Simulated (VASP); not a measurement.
# Ir12O in VASP: single point with PBE

Aim: the single point of Ir12O with PBE.

Everything below comes from runs of VASP 6.6.1. Logs are shortened: lines on timing, memory, paths and dates and some standing lists are left out, and cuts for length are marked.

### 1 The cell of the first run

The cell holds a slab with vacuum, 13 atoms: a = 5.431 Å, b = 5.431 Å, c = 15.434 Å, α = 90.00°, β = 90.00°, γ = 60.00°.

### 2 Single point, PBE

INCAR

```
SYSTEM = Ir12O
PREC     = Accurate       ! precision mode
ENCUT    = 520            ! plane-wave cutoff, eV
EDIFF    = 1E-6           ! SCF threshold, eV
ISMEAR   = 0              ! smearing method
SIGMA    = 0.05           ! smearing width, eV
LREAL    = .False.        ! projectors in reciprocal space
LASPH    = .True.         ! aspherical terms in the spheres
NELM     = 60             ! most SCF steps
ALGO     = Normal         ! electronic algorithm
ISIF     = 2              ! what is computed and relaxed
LWAVE    = .False.        ! write WAVECAR
LCHARG   = .False.        ! write CHGCAR
GGA      = PE             ! functional
NBANDS   = 69             ! bands
```

KPOINTS

```
Automatic mesh
0
Gamma
  4 4 1
  0 0 0
```

POSCAR

```
Ir12O
1.0
    5.4305800000      0.0000000000      0.0000000000
    2.7152900000      4.7030200000      0.0000000000
    0.0000000000      0.0000000000     15.4340500000
Ir O
12 1
Direct
    0.1666666312      0.1666667375      0.0647918077
    0.6666666312      0.1666667375      0.0647918077
    0.1666666312      0.6666667375      0.0647918077
    0.6666666312      0.6666667375      0.0647918077
   -0.1694169334      0.3321491297      0.2069757452
    0.3318838785      0.3323740915      0.2030946511
   -0.1705237768      0.8300594086      0.2105795303
    0.3315808903      0.8311574265      0.2069746437
   -0.0072864091     -0.0063914251      0.3468685795
    0.4916961614     -0.0021409647      0.3533749081
   -0.0034039803      0.4927884636      0.3533924667
    0.4965085735      0.4974777909      0.3475948309
    0.2565519242      0.2579161900      0.4487907581
```

Potentials or basis: VASP PAW PBE potentials, release 64 (Ir, O).

Run with:

```bash
$ cat potpaw_PBE.64/Ir/POTCAR potpaw_PBE.64/O/POTCAR > POTCAR
$ mpirun -np 1 vasp_std > vasp.out
```

OUTCAR:

```text
SYSTEM = Ir12O
   PREC = Accurate
   ENCUT = 520
   EDIFF = 1E-6
   ISMEAR = 0
   LREAL = .False.
   LASPH = .True.
   NELM = 60
   ISIF = 2
   GGA = PE

 ion  position               nearest neighbor table
   1  0.167  0.167  0.065-   6 2.64   8 2.70   5 2.70   3 2.72   3 2.72   4 2.72   4 2.72   2 2.72
                             2 2.72
   2  0.667  0.167  0.065-   6 2.65   5 2.69   4 2.72   3 2.72   4 2.72   3 2.72   1 2.72   1 2.72
                             7 2.75
   3  0.167  0.667  0.065-   6 2.65   8 2.69   1 2.72   1 2.72   2 2.72   2 2.72   4 2.72   4 2.72
                             7 2.75
   4  0.667  0.667  0.065-   5 2.70   8 2.70   2 2.72   1 2.72   2 2.72   1 2.72   3 2.72   3 2.72
                             7 2.72
   5  0.831  0.332  0.207-  12 2.68   9 2.68   2 2.69   4 2.70   7 2.70   1 2.70   6 2.71   8 2.71
                             8 2.72   6 2.72   7 2.73  11 2.73
   6  0.332  0.332  0.203-   1 2.64   3 2.65   2 2.65   5 2.71   8 2.71  12 2.72   7 2.72   7 2.72
                             8 2.72   5 2.72  10 2.80  11 2.81
   7  0.829  0.830  0.211-   9 2.61   8 2.70   5 2.70  11 2.72  10 2.72   6 2.72   6 2.72   4 2.72
                             5 2.73   8 2.73   2 2.75   3 2.75
   8  0.332  0.831  0.207-  12 2.68   9 2.68   3 2.69   7 2.70   4 2.70   1 2.70   6 2.71   5 2.71
                             5 2.72   6 2.72   7 2.73  10 2.73
   9  0.993  0.994  0.347-   7 2.61   5 2.68   8 2.68  11 2.71  10 2.71  12 2.72  12 2.72  10 2.72
                            11 2.72
  10  0.492  0.998  0.353-  13 2.00  11 2.69  12 2.71   9 2.71   7 2.72   9 2.72  12 2.73   8 2.73
                            11 2.74   6 2.80
  11  0.997  0.493  0.353-  13 2.00  10 2.69  12 2.70   9 2.71   7 2.72   9 2.72  12 2.73   5 2.73
                            10 2.74   6 2.81
  12  0.497  0.497  0.348-   8 2.68   5 2.68  11 2.70  10 2.71   9 2.72   9 2.72   6 2.72  10 2.73
                            11 2.73
  13  0.257  0.258  0.449-  11 2.00  10 2.00

  LATTYP: Found a hexagonal cell.
 ALAT       =     5.4305797945
 C/A-ratio  =     2.8420630180

  Lattice vectors:

 A1 = (  -2.7152900000,  -4.7030200000,   0.0000000000)
 A2 = (   5.4305800000,   0.0000000000,   0.0000000000)
 A3 = (   0.0000000000,   0.0000000000,  15.4340500000)

Analysis of symmetry for initial positions (statically):
=====================================================================
 Subroutine PRICEL returns:
 Original cell was already a primitive cell.

 Routine SETGRP: Setting up the symmetry group for a
 hexagonal supercell.

 Subroutine GETGRP returns: Found  1 space group operations
 (whereof  1 operations were pure point group operations)
 out of a pool of 24 trial point group operations.

The static configuration has the point symmetry C_1 .

Analysis of symmetry for dynamics (positions and initial velocities):
=====================================================================
 Subroutine PRICEL returns:
 Original cell was already a primitive cell.

 Routine SETGRP: Setting up the symmetry group for a
 hexagonal supercell.

 Subroutine GETGRP returns: Found  1 space group operations
 (whereof  1 operations were pure point group operations)
 out of a pool of 24 trial point group operations.

The dynamic configuration has the point symmetry C_1 .

 Subroutine INISYM returns: Found  1 space group operations
 (whereof  1 operations are pure point group operations),
 and found     1 'primitive' translations

----------------------------------------------------------------------------------------

                                     Primitive cell

  volume of cell :     394.1876

  direct lattice vectors                    reciprocal lattice vectors
     5.430580000  0.000000000  0.000000000     0.184142394 -0.106314666  0.000000000
     2.715290000  4.703020000  0.000000000     0.000000000  0.212629332  0.000000000
     0.000000000  0.000000000 15.434050000     0.000000000  0.000000000  0.064791808

  length of vectors
     5.430580000  5.430579795 15.434050000     0.212629324  0.212629332  0.064791808

  position of ions in fractional coordinates (direct lattice)
[... 27 lines left out ...]
                12          12
                13          13

----------------------------------------------------------------------------------------

 KPOINTS: Automatic mesh

Automatic generation of k-mesh.
 Grid dimensions read from file:
 generate k-points for:    4    4    1

 Generating k-lattice:

  Cartesian coordinates                     Fractional coordinates (reciprocal lattice)
     0.046035598 -0.026578666  0.000000000     0.250000000  0.000000000  0.000000000
     0.000000000  0.053157333  0.000000000     0.000000000  0.250000000  0.000000000
     0.000000000  0.000000000  0.064791808     0.000000000  0.000000000  1.000000000

  Length of vectors
     0.053157331  0.053157333  0.064791808

  Shift w.r.t. Gamma in fractional coordinates (k-lattice)
     0.000000000  0.000000000  0.000000000

 Subroutine IBZKPT returns following result:
 ===========================================

 Found     10 irreducible k-points:

 Following reciprocal coordinates:
            Coordinates               Weight
  0.000000  0.000000  0.000000      1.000000
  0.250000  0.000000  0.000000      2.000000
  0.250000  0.250000  0.000000      2.000000
  0.000000  0.250000  0.000000      2.000000
  0.500000  0.000000  0.000000      1.000000
  0.500000  0.500000  0.000000      1.000000
  0.000000  0.500000  0.000000      1.000000
  0.500000  0.250000  0.000000      2.000000
  0.250000  0.500000  0.000000      2.000000
 -0.250000  0.250000  0.000000      2.000000
   k-points           NKPTS =     10   k-points in BZ     NKDIM =     10   number of bands    NBANDS=     69
   number of dos      NEDOS =    301   number of ions     NIONS =     13
   total plane-waves  NPLWV = 192000
   dimension x,y,z NGX =    40 NGY =   40 NGZ =  120
   dimension x,y,z NGXF=    80 NGYF=   80 NGZF=  240
   ions per type =              12   1
   NGX,Y,Z   is equivalent  to a cutoff of  12.25, 12.25, 12.93 a.u.
   NGXF,Y,Z  is equivalent  to a cutoff of  24.49, 24.49, 25.85 a.u.
 SYSTEM =  Ir12O
   PREC   = accura    normal or accurate (medium, high low for compatibility)
   ISTART =      0    job   : 0-new  1-cont  2-samecut
   ICHARG =      2    charge: 1-file 2-atom 10-const
   ISPIN  =      1    spin polarized calculation?
   LNONCOLLINEAR =      F non collinear calculations
   LSORBIT =      F    spin-orbit coupling
   LASPH  =      T    aspherical Exc in radial PAW
   ENCUT  =  520.0 eV  38.22 Ry    6.18 a.u.  10.10 10.10 28.70*2*pi/ulx,y,z
   NELM   =     60;   NELMIN=  2; NELMDL= -5     # of ELM steps
   EDIFF  = 0.1E-05   stopping-criterion for ELM
   LREAL  =      F    real-space projection
[... 7 lines left out ...]
   TEBEG  =    0.0;   TEEND  =   0.0 temperature during run
   PSTRESS=    0.0 pullay stress
   NELECT =     114.0000    total number of electrons
   NUPDOWN=      -1.0000    fix difference up-down
   EMIN   =  10.00;   EMAX   =-10.00  energy-range for DOS
   EFERMI =   0.00;   METHOD = LEGACY
   ISMEAR =     0;   SIGMA  =   0.05  broadening in eV -4-tet -1-fermi 0-gaus
   EFERMI_NEDOS =   21; number of points for ismear=-14 and -15
   IALGO  =     38    algorithm
   IMIX   =      4    mixing-type and parameters
     AMIX     =   0.40;   BMIX     =  1.00
     AMIX_MAG =   1.60;   BMIX_MAG =  1.00
  volume/ion in A,a.u.               =      30.32       204.62
  Fermi-wavevector in a.u.,A,eV,Ry     =   1.082619  2.045852 15.946884  1.172063
  Thomas-Fermi vector in A             =   2.218664
   LORBIT       =      0    0 simple, 1 ext, 2 COOP (PROOUT), +10 PAW based schemes
   GGA     = PE    functional components
   LHFCALC =     F    Hartree Fock is set to
   AEXX    =    0.0000 exact exchange contribution
   IVDW    =     0    specifies the selected vdW correction
   LEPSILON=     F    determine dielectric tensor
   LRPA    =     F    only Hartree local field effects (RPA)
 non-spin polarized calculation
 Gauss-broadening in eV      SIGMA  =   0.05
  energy-cutoff  :      520.00
  volume of cell :      394.19
 maximum number of plane-waves:     10640
   NGX = 21   NGY = 21   NGZ = 57

 number of electron     114.0000006 magnetization

 Free energy of the ion-electron system (eV)
  ---------------------------------------------------
  ext. energy  EPLUGINS =         0.00000000
  ---------------------------------------------------
  free energy    TOTEN  =      -104.96256558 eV

  energy without entropy =     -104.93614906  energy(sigma->0) =     -104.94935732

 E-fermi :   1.4378     XC(G=0):  -7.4164

 val. band max:        1.4374285053   @ k =   0.2500   0.2500   0.0000
 cond. band min:       1.4416989324   @ k =   0.5000   0.2500   0.0000
 fundamental gap:      0.0042704271
 Fermi energy:         1.4377568416

 k-point     1 :       0.0000    0.0000    0.0000
  band No.  band energies     occupation
      1     -17.3965      2.00000
      2      -8.7208      2.00000
      3      -6.8035      2.00000
      4      -6.3975      2.00000
      5      -6.0557      2.00000
      6      -6.0260      2.00000
[... 709 lines left out ...]
     68       2.4141      0.00000
     69       2.5632      0.00000

------------------------ aborting loop because EDIFF is reached ----------------------------------------

  FORCE on cell =-STRESS in cart. coord.  units (eV):
  Direction    XX          YY          ZZ          XY          YZ          ZX
  --------------------------------------------------------------------------------------
  -------------------------------------------------------------------------------------
  Total       -4.6978227     -5.9735462      0.7842925      1.1429400      0.1825005      0.4713726
  in kB      -19.0943227    -24.2795071      3.1877604      4.6454853      0.7417741      1.9158964
  external PRESSURE =     -13.3953565 kB  Pullay stress =       0.0000000 kB

 VOLUME and BASIS-vectors are now :
 -----------------------------------------------------------------------------
  energy-cutoff  :      520.00
  volume of cell :      394.19
      direct lattice vectors                 reciprocal lattice vectors
     5.430580000  0.000000000  0.000000000     0.184142394 -0.106314666  0.000000000
     2.715290000  4.703020000  0.000000000     0.000000000  0.212629332  0.000000000
     0.000000000  0.000000000 15.434050000     0.000000000  0.000000000  0.064791808

 POSITION                                       TOTAL-FORCE (eV/Angst)
 -----------------------------------------------------------------------------------
      1.35764      0.78384      1.00000        -0.085127     -0.043852     -0.038306
      4.07293      0.78384      1.00000        -0.055056     -0.048370     -0.096181
      2.71529      3.13535      1.00000        -0.074715     -0.016468     -0.098397
      5.43058      3.13535      1.00000         0.113552      0.070825      0.082990
      5.41243      1.56210      3.19447         0.013073     -0.002007      0.002953
      2.70481      1.56316      3.13457        -0.001316     -0.000147      0.015494
      6.75839      3.90379      3.25009         0.002808     -0.000708     -0.005182
      4.05751      3.90895      3.19446         0.004810      0.009476      0.003754
      8.08895      4.67296      5.35359         0.014216      0.006172      0.039958
      5.37967      4.69295      5.45401         0.055194     -0.093907     -0.073243
      6.75016      2.31759      5.45428        -0.049246      0.089951     -0.074022
      4.04713      2.33965      5.36480         0.017158      0.008571      0.037884
      2.09354      1.21298      6.92666         0.044649      0.020464      0.202297
 -----------------------------------------------------------------------------------
    total drift:                                0.000296      0.000202     -0.000016

  FREE ENERGIE OF THE ION-ELECTRON SYSTEM (eV)
  ---------------------------------------------------
  free  energy   TOTEN  =      -104.9625655787 eV

  energy  without entropy=     -104.9361490649  energy(sigma->0) =     -104.94935732
```

It took 9.4 min on 1 thread of Intel Xeon Platinum 8488C (Sapphire Rapids), shared host; peak memory 0.56 GiB.

Results:

```
Free energy            : -104.9626 eV
Largest force          : 0.208 eV/Å
Band gap on the k mesh : zero (bands 57 and 58 overlap by 1.11 eV)
```

Forces on the atoms (eV/Å):
```
Ir  -0.085 -0.044 -0.038
Ir  -0.055 -0.048 -0.096
Ir  -0.075 -0.016 -0.098
Ir   0.114  0.071  0.083
Ir   0.013 -0.002  0.003
Ir  -0.001  0.000  0.015
Ir   0.003 -0.001 -0.005
Ir   0.005  0.009  0.004
Ir   0.014  0.006  0.040
Ir   0.055 -0.094 -0.073
Ir  -0.049  0.090 -0.074
Ir   0.017  0.009  0.038
O    0.045  0.020  0.202
```

Caveat: there is no dipole correction, which matters where the two faces differ; spin-orbit coupling is left out, which moves the levels of the heavy elements.
